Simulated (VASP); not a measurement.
# CuSi16 (a cell with a defect) in VASP: single point with PBEsol

Aim: the single point of CuSi16 (a cell with a defect) with PBEsol.

Program: VASP 6.6.1. These are calculated values, not measurements. Logs are shortened: lines on timing, memory, paths and dates and some standing lists are left out, and cuts for length are marked.

### Step 1. The cell of the first run

The cell holds a defect, 17 atoms: a = 7.679 Å, b = 7.679 Å, c = 7.679 Å, α = 60.00°, β = 60.00°, γ = 60.00°.

### Step 2. Single point, PBEsol

Contents of INCAR:

```
SYSTEM = CuSi16
  ALGO = Normal
  EDIFF = 1E-7
  ENCUT = 520
  GGA = PS
  ISIF = 2
  ISMEAR = 0
  LASPH = .True.
  LCHARG = .True.
  LELF = .True.
  LREAL = Auto
  LVHAR = .True.
  LWAVE = .False.
  NBANDS = 52
  NELECT = 74.0
  NELM = 60
  PREC = Accurate
  SIGMA = 0.02
```

Contents of KPOINTS:

```
k-points
0
Gamma
  2 2 2
  0 0 0
```

Contents of POSCAR:

```
CuSi16
1.0
    0.0000000000      5.4300000000      5.4300000000
    5.4300000000      0.0000000000      5.4300000000
    5.4300000000      5.4300000000      0.0000000000
Si Cu
16 1
Direct
    0.0159560773      0.0161253223      0.0079557090
    0.1358372007      0.1359837937      0.1404112339
   -0.0030911602     -0.0029751381      0.5129679558
    0.1198267035      0.1199570902      0.6386406998
    0.0017527624      0.5091730203     -0.0019553407
    0.1143964088      0.6448406077      0.1206058011
   -0.0194602210      0.5109928177      0.5040462247
    0.1162245856      0.6236374770      0.6265881215
    0.5090275322      0.0018743094     -0.0019485267
    0.6447004604      0.1145275322      0.1205870166
    0.5108577348     -0.0193387661      0.5040748619
    0.6235150092      0.1163527624      0.6265923573
    0.5054214549      0.5055630755     -0.0140621547
    0.6283593002      0.6284837937      0.1116018416
    0.4894116943      0.4895352670      0.4841693370
    0.6092619705      0.6094144567      0.6166407919
    0.3126993554      0.3128107735      0.3123914365
```

Potentials or basis: VASP PAW PBE potentials, release 64 (Si, Cu).

The run is started by

```console
> cat potpaw_PBE.64/Si/POTCAR potpaw_PBE.64/Cu/POTCAR > POTCAR
> mpirun -np 1 vasp_std > vasp.out
```

OUTCAR:

```text
SYSTEM = CuSi16
   EDIFF = 1E-7
   ENCUT = 520
   GGA = PS
   ISIF = 2
   ISMEAR = 0
   LASPH = .True.
   LREAL = Auto
   NELECT = 74.0
   NELM = 60
   PREC = Accurate

 ion  position               nearest neighbor table
   1  0.016  0.016  0.008-   4 2.33   2 2.33  10 2.34   6 2.34
   2  0.136  0.136  0.140-   1 2.33   3 2.34   5 2.35   9 2.35
   3  0.997  0.997  0.513-   4 2.33   8 2.34  12 2.34   2 2.34
   4  0.120  0.120  0.639-   3 2.33   1 2.33  17 2.33  11 2.45   7 2.45
   5  0.002  0.509  0.998-   6 2.33   8 2.33  14 2.34   2 2.35
   6  0.114  0.645  0.121-   5 2.33   1 2.34  17 2.37   7 2.41  13 2.45
   7  0.981  0.511  0.504-   8 2.33  16 2.34  17 2.36   6 2.41   4 2.45
   8  0.116  0.624  0.627-   7 2.33   5 2.33   3 2.34  15 2.35
   9  0.509  0.002  0.998-  10 2.33  12 2.33  14 2.34   2 2.35
  10  0.645  0.115  0.121-   9 2.33   1 2.34  17 2.37  11 2.41  13 2.45
  11  0.511  0.981  0.504-  12 2.33  16 2.34  17 2.36  10 2.41   4 2.45
  12  0.624  0.116  0.627-  11 2.33   9 2.33   3 2.34  15 2.35
  13  0.505  0.506  0.986-  14 2.33  16 2.33  17 2.33   6 2.45  10 2.45
  14  0.628  0.628  0.112-  13 2.33   9 2.34   5 2.34  15 2.34
  15  0.489  0.490  0.484-  16 2.33  14 2.34  12 2.35   8 2.35
  16  0.609  0.609  0.617-  13 2.33  15 2.33  11 2.34   7 2.34
  17  0.313  0.313  0.312-  13 2.33   4 2.33  11 2.36   7 2.36  10 2.37   6 2.37

  LATTYP: Found a face centered cubic cell.
 ALAT       =    10.8600000000

  Lattice vectors:

 A1 = (   0.0000000000,   5.4300000000,   5.4300000000)
 A2 = (   5.4300000000,   0.0000000000,   5.4300000000)
 A3 = (   5.4300000000,   5.4300000000,   0.0000000000)

Analysis of symmetry for initial positions (statically):
=====================================================================
 Subroutine PRICEL returns:
 Original cell was already a primitive cell.

 Routine SETGRP: Setting up the symmetry group for a
 face centered cubic supercell.

 Subroutine GETGRP returns: Found  1 space group operations
 (whereof  1 operations were pure point group operations)
 out of a pool of 48 trial point group operations.

The static configuration has the point symmetry C_1 .

Analysis of symmetry for dynamics (positions and initial velocities):
=====================================================================
 Subroutine PRICEL returns:
 Original cell was already a primitive cell.

 Routine SETGRP: Setting up the symmetry group for a
 face centered cubic supercell.

 Subroutine GETGRP returns: Found  1 space group operations
 (whereof  1 operations were pure point group operations)
 out of a pool of 48 trial point group operations.

The dynamic configuration has the point symmetry C_1 .

 Subroutine INISYM returns: Found  1 space group operations
 (whereof  1 operations are pure point group operations),
 and found     1 'primitive' translations

----------------------------------------------------------------------------------------

                                     Primitive cell

  volume of cell :     320.2060

  direct lattice vectors                    reciprocal lattice vectors
     0.000000000  5.430000000  5.430000000    -0.092081031  0.092081031  0.092081031
     5.430000000  0.000000000  5.430000000     0.092081031 -0.092081031  0.092081031
     5.430000000  5.430000000  0.000000000     0.092081031  0.092081031 -0.092081031

  length of vectors
     7.679179644  7.679179644  7.679179644     0.159489025  0.159489025  0.159489025

  position of ions in fractional coordinates (direct lattice)
     0.015956077  0.016125322  0.007955709
     0.135837201  0.135983794  0.140411234
     0.996908840  0.997024862  0.512967956
     0.119826704  0.119957090  0.638640700
     0.001752762  0.509173020  0.998044659
     0.114396409  0.644840608  0.120605801
[... 9 lines left out ...]
     0.609261971  0.609414457  0.616640792
     0.312699355  0.312810773  0.312391437

  ion indices of the primitive-cell ions
   primitive index   ion index
                 1           1
                 2           2
                 3           3
                 4           4
                 5           5
                 6           6
[... 9 lines left out ...]
                16          16
                17          17

----------------------------------------------------------------------------------------

 KPOINTS: k-points

Automatic generation of k-mesh.
 Grid dimensions read from file:
 generate k-points for:    2    2    2

 Generating k-lattice:

  Cartesian coordinates                     Fractional coordinates (reciprocal lattice)
    -0.046040516  0.046040516  0.046040516     0.500000000  0.000000000  0.000000000
     0.046040516 -0.046040516  0.046040516     0.000000000  0.500000000  0.000000000
     0.046040516  0.046040516 -0.046040516     0.000000000  0.000000000  0.500000000

  Length of vectors
     0.079744512  0.079744512  0.079744512

  Shift w.r.t. Gamma in fractional coordinates (k-lattice)
     0.000000000  0.000000000  0.000000000

 Subroutine IBZKPT returns following result:
 ===========================================

 Found      8 irreducible k-points:

 Following reciprocal coordinates:
            Coordinates               Weight
  0.000000  0.000000  0.000000      1.000000
  0.500000  0.000000  0.000000      1.000000
  0.000000  0.500000  0.000000      1.000000
  0.000000  0.000000  0.500000      1.000000
  0.500000  0.500000  0.500000      1.000000
  0.500000  0.500000  0.000000      1.000000
  0.000000  0.500000  0.500000      1.000000
  0.500000  0.000000  0.500000      1.000000
   k-points           NKPTS =      8   k-points in BZ     NKDIM =      8   number of bands    NBANDS=     52
   number of dos      NEDOS =    301   number of ions     NIONS =     17
   total plane-waves  NPLWV = 216000
   dimension x,y,z NGX =    60 NGY =   60 NGZ =   60
   dimension x,y,z NGXF=   120 NGYF=  120 NGZF=  120
   ions per type =              16   1
   NGX,Y,Z   is equivalent  to a cutoff of  12.99, 12.99, 12.99 a.u.
   NGXF,Y,Z  is equivalent  to a cutoff of  25.98, 25.98, 25.98 a.u.
 SYSTEM =  CuSi16
   PREC   = accura    normal or accurate (medium, high low for compatibility)
   ISTART =      0    job   : 0-new  1-cont  2-samecut
   ICHARG =      2    charge: 1-file 2-atom 10-const
   ISPIN  =      1    spin polarized calculation?
   LNONCOLLINEAR =      F non collinear calculations
   LSORBIT =      F    spin-orbit coupling
   LASPH  =      T    aspherical Exc in radial PAW
   ENCUT  =  520.0 eV  38.22 Ry    6.18 a.u.  14.28 14.28 14.28*2*pi/ulx,y,z
   NELM   =     60;   NELMIN=  2; NELMDL= -5     # of ELM steps
   EDIFF  = 0.1E-06   stopping-criterion for ELM
   LREAL  =      T    real-space projection
   EDIFFG = 0.1E-05   stopping-criterion for IOM
   NSW    =      0    number of steps for IOM
   IBRION =     -1    ionic relax: 0-MD 1-quasi-New 2-CG
   NFREE  =      0    steps in history (QN), initial steepest desc. (CG)
   ISIF   =      2    stress and relaxation
   ISYM   =      2    0-nonsym 1-usesym 2-fastsym
   POTIM  = 0.5000    time-step for ionic-motion
   TEBEG  =    0.0;   TEEND  =   0.0 temperature during run
   PSTRESS=    0.0 pullay stress
   NELECT =      74.0000    total number of electrons
   NUPDOWN=      -1.0000    fix difference up-down
   EMIN   =  10.00;   EMAX   =-10.00  energy-range for DOS
   EFERMI =   0.00;   METHOD = LEGACY
   ISMEAR =     0;   SIGMA  =   0.02  broadening in eV -4-tet -1-fermi 0-gaus
   EFERMI_NEDOS =   21; number of points for ismear=-14 and -15
   IALGO  =     38    algorithm
   IMIX   =      4    mixing-type and parameters
     AMIX     =   0.40;   BMIX     =  1.00
     AMIX_MAG =   1.60;   BMIX_MAG =  1.00
  volume/ion in A,a.u.               =      18.84       127.11
  Fermi-wavevector in a.u.,A,eV,Ry     =   1.004636  1.898488 13.732283  1.009294
  Thomas-Fermi vector in A             =   2.137265
   LORBIT       =      0    0 simple, 1 ext, 2 COOP (PROOUT), +10 PAW based schemes
   GGA     = PS    functional components
   LHFCALC =     F    Hartree Fock is set to
   AEXX    =    0.0000 exact exchange contribution
   IVDW    =     0    specifies the selected vdW correction
   LEPSILON=     F    determine dielectric tensor
   LRPA    =     F    only Hartree local field effects (RPA)
 non-spin polarized calculation
 Gauss-broadening in eV      SIGMA  =   0.02
  energy-cutoff  :      520.00
  volume of cell :      320.21
 maximum number of plane-waves:      8646
 NGX is ok and might be reduce to    60
   NGX = 29   NGY = 29   NGZ = 29

 number of electron      73.9999994 magnetization

 Free energy of the ion-electron system (eV)
  ---------------------------------------------------
  ext. energy  EPLUGINS =         0.00000000
  ---------------------------------------------------
  free energy    TOTEN  =      -100.06208310 eV

  energy without entropy =     -100.06208310  energy(sigma->0) =     -100.06208310

 E-fermi :   6.3154     XC(G=0):  -9.7624

 val. band max:        6.2303799393   @ k =   0.0000   0.0000   0.0000
 cond. band min:       6.3997395302   @ k =   0.0000   0.0000   0.0000
 fundamental gap:      0.1693595910
 Fermi energy:         6.3154360605

 k-point     1 :       0.0000    0.0000    0.0000
  band No.  band energies     occupation
      1      -5.9778      2.00000
      2      -3.6150      2.00000
      3      -3.5848      2.00000
      4      -3.5437      2.00000
      5      -3.5147      2.00000
      6      -2.0106      2.00000
[... 41 lines left out ...]
     48       8.3258      0.00000
     49       8.4056      0.00000

 k-point     2 :       0.5000    0.0000    0.0000
  band No.  band energies     occupation
      1      -5.2612      2.00000
      2      -5.0665      2.00000
      3      -3.3919      2.00000
      4      -3.2910      2.00000
      5      -3.1688      2.00000
      6      -3.1454      2.00000
[... 41 lines left out ...]
     48       9.7468      0.00000
     49       9.8347      0.00000

 k-point     3 :       0.0000    0.5000    0.0000
  band No.  band energies     occupation
      1      -5.2612      2.00000
      2      -5.0666      2.00000
      3      -3.3920      2.00000
      4      -3.2910      2.00000
      5      -3.1688      2.00000
      6      -3.1454      2.00000
[... 41 lines left out ...]
     48       9.7468      0.00000
     49       9.8347      0.00000

 k-point     4 :       0.0000    0.0000    0.5000
  band No.  band energies     occupation
      1      -5.2679      2.00000
      2      -5.0522      2.00000
      3      -3.3835      2.00000
      4      -3.3228      2.00000
      5      -3.1679      2.00000
      6      -3.1581      2.00000
[... 41 lines left out ...]
     48       9.7681      0.00000
     49       9.8459      0.00000

 k-point     5 :       0.5000    0.5000    0.5000
  band No.  band energies     occupation
      1      -5.3600      2.00000
      2      -4.9585      2.00000
      3      -3.2974      2.00000
      4      -3.2456      2.00000
      5      -3.2265      2.00000
      6      -3.1545      2.00000
[... 41 lines left out ...]
     48       9.5770      0.00000
     49       9.7605      0.00000

 k-point     6 :       0.5000    0.5000    0.0000
  band No.  band energies     occupation
      1      -5.0339      2.00000
      2      -4.7629      2.00000
      3      -3.9796      2.00000
      4      -3.8561      2.00000
      5      -3.8006      2.00000
      6      -3.7983      2.00000
[... 41 lines left out ...]
     48      10.2928      0.00000
     49      10.3372      0.00000

 k-point     7 :       0.0000    0.5000    0.5000
  band No.  band energies     occupation
      1      -5.0192      2.00000
      2      -4.7829      2.00000
      3      -3.9899      2.00000
      4      -3.8440      2.00000
      5      -3.8094      2.00000
      6      -3.7829      2.00000
[... 41 lines left out ...]
     48      10.2948      0.00000
     49      10.3348      0.00000

 k-point     8 :       0.5000    0.0000    0.5000
  band No.  band energies     occupation
      1      -5.0192      2.00000
      2      -4.7829      2.00000
      3      -3.9899      2.00000
      4      -3.8441      2.00000
      5      -3.8094      2.00000
      6      -3.7828      2.00000
[... 41 lines left out ...]
     48      10.2947      0.00000
     49      10.3349      0.00000
 [bands above 49 left out]

------------------------ aborting loop because EDIFF is reached ----------------------------------------

  FORCE on cell =-STRESS in cart. coord.  units (eV):
  Direction    XX          YY          ZZ          XY          YZ          ZX
  --------------------------------------------------------------------------------------
  -------------------------------------------------------------------------------------
  Total       -5.1487062     -5.1479273     -4.9247222      1.2798949      0.1924714      0.1932517
  in kB      -25.7619781    -25.7580807    -24.6412555      6.4040601      0.9630464      0.9669511
  external PRESSURE =     -25.3871048 kB  Pullay stress =       0.0000000 kB

 VOLUME and BASIS-vectors are now :
 -----------------------------------------------------------------------------
  energy-cutoff  :      520.00
  volume of cell :      320.21
      direct lattice vectors                 reciprocal lattice vectors
     0.000000000  5.430000000  5.430000000    -0.092081031  0.092081031  0.092081031
     5.430000000  0.000000000  5.430000000     0.092081031 -0.092081031  0.092081031
     5.430000000  5.430000000  0.000000000     0.092081031  0.092081031 -0.092081031

 POSITION                                       TOTAL-FORCE (eV/Angst)
 -----------------------------------------------------------------------------------
      0.13076      0.12984      0.17420        -0.001883     -0.000152     -0.005088
      1.50082      1.50003      1.47599         0.002749      0.002969      0.006515
      8.19926      8.19863     10.82706        -0.005630     -0.006518      0.003100
      4.11919      4.11848      1.30203         0.012204      0.011550     -0.012053
      8.18419      5.42890      2.77433         0.003817     -0.007338     -0.015333
      4.15637      1.27606      4.12266        -0.009435      0.000950      0.021834
[... 9 lines left out ...]
      6.65748      6.65665      6.61741         0.000074      0.001685      0.003651
      3.39485      3.39424      3.39652         0.000209      0.000126      0.001057
 -----------------------------------------------------------------------------------
    total drift:                               -0.002915     -0.003758     -0.003870

  FREE ENERGIE OF THE ION-ELECTRON SYSTEM (eV)
  ---------------------------------------------------
  free  energy   TOTEN  =      -100.0620831046 eV

  energy  without entropy=     -100.0620831045  energy(sigma->0) =     -100.06208310
```

Wall time 3.6 min (1 thread of Intel Xeon 6975P-C (Granite Rapids), shared host); peak memory 0.49 GiB.

Results:

```
Free energy   : -100.0621 eV
Largest force : 0.025 eV/Å
```

Forces on the atoms (eV/Å):
```
Si  -0.002  0.000 -0.005
Si   0.003  0.003  0.007
Si  -0.006 -0.007  0.003
Si   0.012  0.012 -0.012
Si   0.004 -0.007 -0.015
Si  -0.009  0.001  0.022
Si   0.000  0.008 -0.024
Si   0.007 -0.004  0.017
Si  -0.008  0.003 -0.015
Si   0.003 -0.009  0.021
Si   0.007 -0.002 -0.022
Si  -0.004  0.007  0.017
Si  -0.011 -0.010  0.012
Si   0.006  0.006 -0.003
Si  -0.002 -0.003 -0.007
Si   0.000  0.002  0.004
Cu   0.000  0.000  0.001
```

Caveat: the k points lie up to 0.50 Å⁻¹ apart; the cell carries a net charge on a neutralising background, which shifts energy and pressure; the cell is charged against a uniform background, so pressure and absolute levels hang on convention; the PAW data sets were made with another functional, which shifts forces and pressure a little.
